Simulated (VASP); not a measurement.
# Mo12C in VASP: single point with PBE

Aim: the single point of Mo12C with PBE.

Everything below comes from runs of VASP 6.6.1. Logs are shortened: lines on timing, memory, paths and dates and some standing lists are left out, and cuts for length are marked.

### 1 The cell of the first run

The cell holds a slab with vacuum, 13 atoms: a = 5.474 Å, b = 5.474 Å, c = 19.808 Å, α = 90.00°, β = 90.00°, γ = 109.47°.

### 2 Single point, PBE

INCAR reads:

```
  PREC = Accurate
  ENCUT = 520
  EDIFF = 1E-6
  ISMEAR = 0
  SIGMA = 0.1
  LREAL = False
  LASPH = True
  NELM = 80
  ALGO = Normal
  ISIF = 2
  LWAVE = False
  LCHARG = False
  LDIPOL = True
  IDIPOL = 3
  DIPOL = 0.5 0.5 0.325
  GGA = PE
  NBANDS = 98
```

KPOINTS reads:

```
regular mesh
0
Gamma
  5 5 1
```

POSCAR reads:

```
Mo12C
1.0
    5.4740406976      0.0000000000      0.0000000000
   -1.8246802325      5.1609750636      0.0000000000
    0.0000000000      0.0000000000     19.8082144184
Mo C
12 1
Direct
    0.2500000000      0.2500000000      0.2019364247
    0.2500000000      0.7500000000      0.2019364247
    0.7500000000      0.2500000000      0.2019364247
    0.7500000000      0.7500000000      0.2019364247
    0.0000000000      0.0000000000      0.3106872620
    0.0000000000      0.5000000000      0.3106872620
    0.5000000000      0.0000000000      0.3106872620
    0.5000000000      0.5000000000      0.3106872620
    0.2500000000      0.2500000000      0.4194327789
    0.2500000000      0.7500000000      0.4194327789
    0.7500000000      0.2500000000      0.4194327789
    0.7500000000      0.7500000000      0.4194327789
    0.3333333333      0.6666666667      0.5023749324
```

Potentials or basis: VASP PAW PBE potentials, release 64 (Mo_sv, C).

Command:

```bash
$ cat potpaw_PBE.64/Mo_sv/POTCAR potpaw_PBE.64/C/POTCAR > POTCAR
$ mpirun -np 1 vasp_std > vasp.out
```

OUTCAR:

```text
PREC = Accurate
   ENCUT = 520
   EDIFF = 1E-6
   ISMEAR = 0
   LREAL = False
   LASPH = True
   NELM = 80
   ISIF = 2
   GGA = PE

 ion  position               nearest neighbor table
   1  0.250  0.250  0.202-   5 2.67   8 2.67   2 2.74   2 2.74   3 2.74   3 2.74   7 3.10   6 3.10
                             4 3.16   4 3.16
   2  0.250  0.750  0.202-   6 2.67   7 2.67   1 2.74   1 2.74   4 2.74   4 2.74   5 3.10   8 3.10
                             3 3.16   3 3.16
   3  0.750  0.250  0.202-   6 2.67   7 2.67   4 2.74   4 2.74   1 2.74   1 2.74   5 3.10   8 3.10
                             2 3.16   2 3.16
   4  0.750  0.750  0.202-   5 2.67   8 2.67   3 2.74   3 2.74   2 2.74   2 2.74   7 3.10   6 3.10
                             1 3.16   1 3.16
   5  0.000  0.000  0.311-   9 2.67  12 2.67   1 2.67   4 2.67   6 2.74   6 2.74   7 2.74   7 2.74
                            11 3.10  10 3.10   3 3.10   2 3.10   8 3.16   8 3.16
   6  0.000  0.500  0.311-  10 2.67  11 2.67   2 2.67   3 2.67   5 2.74   5 2.74   8 2.74   8 2.74
                             9 3.10  12 3.10   1 3.10   4 3.10   7 3.16   7 3.16
   7  0.500  0.000  0.311-  10 2.67  11 2.67   2 2.67   3 2.67   8 2.74   8 2.74   5 2.74   5 2.74
                             9 3.10  12 3.10   1 3.10   4 3.10   6 3.16   6 3.16
   8  0.500  0.500  0.311-   9 2.67  12 2.67   1 2.67   4 2.67   7 2.74   7 2.74   6 2.74   6 2.74
                            11 3.10  10 3.10   3 3.10   2 3.10   5 3.16   5 3.16
   9  0.250  0.250  0.419-   5 2.67   8 2.67  13 2.72  10 2.74  10 2.74  11 2.74  11 2.74   6 3.10
                             7 3.10  12 3.16  12 3.16
  10  0.250  0.750  0.419-  13 1.80   7 2.67   6 2.67   9 2.74   9 2.74  12 2.74  12 2.74   8 3.10
                             5 3.10  11 3.16  11 3.16
  11  0.750  0.250  0.419-   6 2.67   7 2.67  12 2.74  12 2.74   9 2.74   9 2.74   5 3.10   8 3.10
                            10 3.16  10 3.16
  12  0.750  0.750  0.419-   5 2.67   8 2.67  13 2.72  11 2.74  11 2.74  10 2.74  10 2.74   6 3.10
                             7 3.10   9 3.16   9 3.16
  13  0.333  0.667  0.502-  10 1.80   9 2.72  12 2.72

  LATTYP: Found a base centered orthorhombic cell.
 ALAT       =     6.3208777406
 B/A-ratio  =     1.4142135624
 C/A-ratio  =     3.1337759139

  Lattice vectors:

 A1 = (   5.4740406976,   0.0000000000,   0.0000000000)
 A2 = (  -1.8246802325,   5.1609750636,   0.0000000000)
 A3 = (   0.0000000000,   0.0000000000,  19.8082144184)

Analysis of symmetry for initial positions (statically):
=====================================================================
 Subroutine PRICEL returns:
 Original cell was already a primitive cell.

 Routine SETGRP: Setting up the symmetry group for a
 base centered orthorhombic supercell.

 Subroutine GETGRP returns: Found  2 space group operations
 (whereof  2 operations were pure point group operations)
 out of a pool of  8 trial point group operations.

The static configuration has the point symmetry C_1h.

Analysis of symmetry for dynamics (positions and initial velocities):
=====================================================================
 Subroutine PRICEL returns:
 Original cell was already a primitive cell.

 Routine SETGRP: Setting up the symmetry group for a
 base centered orthorhombic supercell.

 Subroutine GETGRP returns: Found  2 space group operations
 (whereof  2 operations were pure point group operations)
 out of a pool of  8 trial point group operations.

The dynamic configuration has the point symmetry C_1h.

 Subroutine INISYM returns: Found  2 space group operations
 (whereof  2 operations are pure point group operations),
 and found     1 'primitive' translations

----------------------------------------------------------------------------------------

                                     Primitive cell

  volume of cell :     559.6095

  direct lattice vectors                    reciprocal lattice vectors
     5.474040698  0.000000000  0.000000000     0.182680410  0.064587278  0.000000000
    -1.824680232  5.160975064  0.000000000     0.000000000  0.193761835  0.000000000
     0.000000000  0.000000000 19.808214418     0.000000000  0.000000000  0.050484106

  length of vectors
     5.474040698  5.474040698 19.808214418     0.193761835  0.193761835  0.050484106

  position of ions in fractional coordinates (direct lattice)
     0.250000000  0.250000000  0.201936425
     0.250000000  0.750000000  0.201936425
     0.750000000  0.250000000  0.201936425
     0.750000000  0.750000000  0.201936425
     0.000000000  0.000000000  0.310687262
     1.000000000  0.500000000  0.310687262
     0.500000000  0.000000000  0.310687262
     0.500000000  0.500000000  0.310687262
     0.250000000  0.250000000  0.419432779
     0.250000000  0.750000000  0.419432779
     0.750000000  0.250000000  0.419432779
     0.750000000  0.750000000  0.419432779
     0.333333333  0.666666667  0.502374932

  ion indices of the primitive-cell ions
   primitive index   ion index
                 1           1
                 2           2
                 3           3
                 4           4
                 5           5
                 6           6
                 7           7
                 8           8
                 9           9
                10          10
                11          11
                12          12
                13          13

----------------------------------------------------------------------------------------

 KPOINTS: regular mesh

Automatic generation of k-mesh.
 Grid dimensions read from file:
 generate k-points for:    5    5    1

 Generating k-lattice:

  Cartesian coordinates                     Fractional coordinates (reciprocal lattice)
     0.036536082  0.012917456  0.000000000     0.200000000  0.000000000  0.000000000
     0.000000000  0.038752367  0.000000000     0.000000000  0.200000000  0.000000000
     0.000000000  0.000000000  0.050484106     0.000000000  0.000000000  1.000000000

  Length of vectors
     0.038752367  0.038752367  0.050484106

  Shift w.r.t. Gamma in fractional coordinates (k-lattice)
     0.000000000  0.000000000  0.000000000

 Subroutine IBZKPT returns following result:
 ===========================================

 Found      9 irreducible k-points:

 Following reciprocal coordinates:
            Coordinates               Weight
  0.000000  0.000000  0.000000      1.000000
  0.200000  0.000000  0.000000      4.000000
  0.400000  0.000000  0.000000      4.000000
  0.200000  0.200000  0.000000      2.000000
  0.400000  0.200000  0.000000      4.000000
 -0.400000  0.200000  0.000000      4.000000
 -0.200000  0.200000  0.000000      2.000000
  0.400000  0.400000  0.000000      2.000000
 -0.400000  0.400000  0.000000      2.000000
   k-points           NKPTS =      9   k-points in BZ     NKDIM =      9   number of bands    NBANDS=     98
   number of dos      NEDOS =    301   number of ions     NIONS =     13
   total plane-waves  NPLWV = 264600
   dimension x,y,z NGX =    42 NGY =   42 NGZ =  150
   dimension x,y,z NGXF=    84 NGYF=   84 NGZF=  300
   ions per type =              12   1
   NGX,Y,Z   is equivalent  to a cutoff of  12.76, 12.76, 12.59 a.u.
   NGXF,Y,Z  is equivalent  to a cutoff of  25.51, 25.51, 25.18 a.u.
 SYSTEM =  unknown system
   PREC   = accura    normal or accurate (medium, high low for compatibility)
   ISTART =      0    job   : 0-new  1-cont  2-samecut
   ICHARG =      2    charge: 1-file 2-atom 10-const
   ISPIN  =      1    spin polarized calculation?
   LNONCOLLINEAR =      F non collinear calculations
   LSORBIT =      F    spin-orbit coupling
   LASPH  =      T    aspherical Exc in radial PAW
   ENCUT  =  520.0 eV  38.22 Ry    6.18 a.u.  10.18 10.18 36.83*2*pi/ulx,y,z
   NELM   =     80;   NELMIN=  2; NELMDL= -5     # of ELM steps
   EDIFF  = 0.1E-05   stopping-criterion for ELM
   LREAL  =      F    real-space projection
   EDIFFG = 0.1E-04   stopping-criterion for IOM
   NSW    =      0    number of steps for IOM
   IBRION =     -1    ionic relax: 0-MD 1-quasi-New 2-CG
   NFREE  =      0    steps in history (QN), initial steepest desc. (CG)
   ISIF   =      2    stress and relaxation
   ISYM   =      2    0-nonsym 1-usesym 2-fastsym
   POTIM  = 0.5000    time-step for ionic-motion
   TEBEG  =    0.0;   TEEND  =   0.0 temperature during run
   PSTRESS=    0.0 pullay stress
   NELECT =     172.0000    total number of electrons
   NUPDOWN=      -1.0000    fix difference up-down
   EMIN   =  10.00;   EMAX   =-10.00  energy-range for DOS
   EFERMI =   0.00;   METHOD = LEGACY
   ISMEAR =     0;   SIGMA  =   0.10  broadening in eV -4-tet -1-fermi 0-gaus
   EFERMI_NEDOS =   21; number of points for ismear=-14 and -15
   IALGO  =     38    algorithm
   IMIX   =      4    mixing-type and parameters
     AMIX     =   0.40;   BMIX     =  1.00
     AMIX_MAG =   1.60;   BMIX_MAG =  1.00
  volume/ion in A,a.u.               =      43.05       290.49
  Fermi-wavevector in a.u.,A,eV,Ry     =   1.104814  2.087796 16.607470  1.220615
  Thomas-Fermi vector in A             =   2.241292
   LORBIT       =      0    0 simple, 1 ext, 2 COOP (PROOUT), +10 PAW based schemes
   GGA     = PE    functional components
   LHFCALC =     F    Hartree Fock is set to
   AEXX    =    0.0000 exact exchange contribution
   IVDW    =     0    specifies the selected vdW correction
   LEPSILON=     F    determine dielectric tensor
   LRPA    =     F    only Hartree local field effects (RPA)
 non-spin polarized calculation
 Gauss-broadening in eV      SIGMA  =   0.10
  energy-cutoff  :      520.00
  volume of cell :      559.61
 maximum number of plane-waves:     15102
 NGX is ok and might be reduce to    42
   NGX = 21   NGY = 21   NGZ = 73

 dipolmoment           0.000000      0.000000     -0.042297 electrons x Angstroem

 number of electron     171.9999986 magnetization

 dipolmoment           0.000000      0.000000      0.177140 electrons x Angstroem

 Free energy of the ion-electron system (eV)
  ---------------------------------------------------
  ext. energy  EPLUGINS =         0.00000000
  ---------------------------------------------------
  free energy    TOTEN  =      -127.80936680 eV

  energy without entropy =     -127.73421772  energy(sigma->0) =     -127.77179226

 E-fermi :   0.9756     XC(G=0):  -5.6855

 val. band max:        0.9641261067   @ k =  -0.4000   0.2000   0.0000
 cond. band min:       0.9997667284   @ k =  -0.2000   0.2000   0.0000
 fundamental gap:      0.0356406216
 Fermi energy:         0.9756177000

 k-point     1 :       0.0000    0.0000    0.0000
  band No.  band energies     occupation
      1     -60.2443      2.00000
      2     -60.0807      2.00000
      3     -60.0400      2.00000
      4     -60.0067      2.00000
      5     -59.9944      2.00000
      6     -59.9410      2.00000
[... 90 lines left out ...]
     97       2.7373      0.00000
     98       2.7930      0.00000

 k-point     2 :       0.2000    0.0000    0.0000
  band No.  band energies     occupation
      1     -60.2283      2.00000
      2     -60.0912      2.00000
      3     -60.0439      2.00000
      4     -60.0078      2.00000
      5     -59.9881      2.00000
      6     -59.9335      2.00000
[... 696 lines left out ...]
     97       2.0450      0.00000
     98       2.1854      0.00000

 k-point     9 :      -0.4000    0.4000    0.0000
  band No.  band energies     occupation
      1     -60.1659      2.00000
      2     -60.0834      2.00000
      3     -60.0789      2.00000
      4     -60.0424      2.00000
      5     -59.9401      2.00000
      6     -59.9167      2.00000
[... 90 lines left out ...]
     97       1.8857      0.00000
     98       1.8959      0.00000

------------------------ aborting loop because EDIFF is reached ----------------------------------------

 vacuum level on the upper side and lower side of the slab       (xc-potential included)         0.373        -0.709

  FORCE on cell =-STRESS in cart. coord.  units (eV):
  Direction    XX          YY          ZZ          XY          YZ          ZX
  --------------------------------------------------------------------------------------
  -------------------------------------------------------------------------------------
  Total       -7.6064869     -8.3348013      3.3529099     -1.0299921     -1.8772159      2.6547851
  in kB      -21.7775788    -23.8627628      9.5994722     -2.9488955     -5.3745203      7.6007220
  external PRESSURE =     -12.0136231 kB  Pullay stress =       0.0000000 kB

 VOLUME and BASIS-vectors are now :
 -----------------------------------------------------------------------------
  energy-cutoff  :      520.00
  volume of cell :      559.61
      direct lattice vectors                 reciprocal lattice vectors
     5.474040698  0.000000000  0.000000000     0.182680410  0.064587278  0.000000000
    -1.824680232  5.160975064  0.000000000     0.000000000  0.193761835  0.000000000
     0.000000000  0.000000000 19.808214418     0.000000000  0.000000000  0.050484106

 POSITION                                       TOTAL-FORCE (eV/Angst)
 -----------------------------------------------------------------------------------
      0.91234      1.29024      4.00000        -0.010504      0.013271     -0.139001
      0.00000      3.87073      4.00000        -0.018083      0.012787      0.002880
      3.64936      1.29024      4.00000         0.033354     -0.023585      0.313930
      2.73702      3.87073      4.00000        -0.016014      0.005480     -0.139001
      0.00000      0.00000      6.15416        -0.057614      0.040740      0.096184
     -0.91234      2.58049      6.15416        -0.370266     -0.474309     -0.839012
      2.73702      0.00000      6.15416         0.323761      0.507193     -0.839012
      1.82468      2.58049      6.15416         0.006147     -0.004346     -0.032739
      0.91234      1.29024      8.30821        -0.086871      0.459727      0.949857
      0.00000      3.87073      8.30821        -0.466231      0.329675     -0.048401
      3.64936      1.29024      8.30821        -0.333273      0.235659     -0.345398
      2.73702      3.87073      8.30821        -0.462392     -0.071339      0.949857
      0.60823      3.44065      9.95115         1.457987     -1.030953      0.069856
 -----------------------------------------------------------------------------------
    total drift:                               -0.000009      0.000007      0.000300

  FREE ENERGIE OF THE ION-ELECTRON SYSTEM (eV)
  ---------------------------------------------------
  free  energy   TOTEN  =      -127.8093668043 eV

  energy  without entropy=     -127.7342177182  energy(sigma->0) =     -127.77179226

 vacuum level on the upper side and lower side of the slab         6.665         5.547
```

Wall time 17 min (1 thread of Intel Xeon 6975P-C (Granite Rapids), shared host); peak memory 0.73 GiB.

What came out:

* Free energy: -127.8094 eV
* Largest force: 1.787 eV/Å
* Band gap on the k mesh: zero (bands 86 and 87 overlap by 1.53 eV)

Forces in eV/Å, atoms in the order of the input:
```
Mo  -0.011  0.013 -0.139
Mo  -0.018  0.013  0.003
Mo   0.033 -0.024  0.314
Mo  -0.016  0.005 -0.139
Mo  -0.058  0.041  0.096
Mo  -0.370 -0.474 -0.839
Mo   0.324  0.507 -0.839
Mo   0.006 -0.004 -0.033
Mo  -0.087  0.460  0.950
Mo  -0.466  0.330 -0.048
Mo  -0.333  0.236 -0.345
Mo  -0.462 -0.071  0.950
C    1.458 -1.031  0.070
```
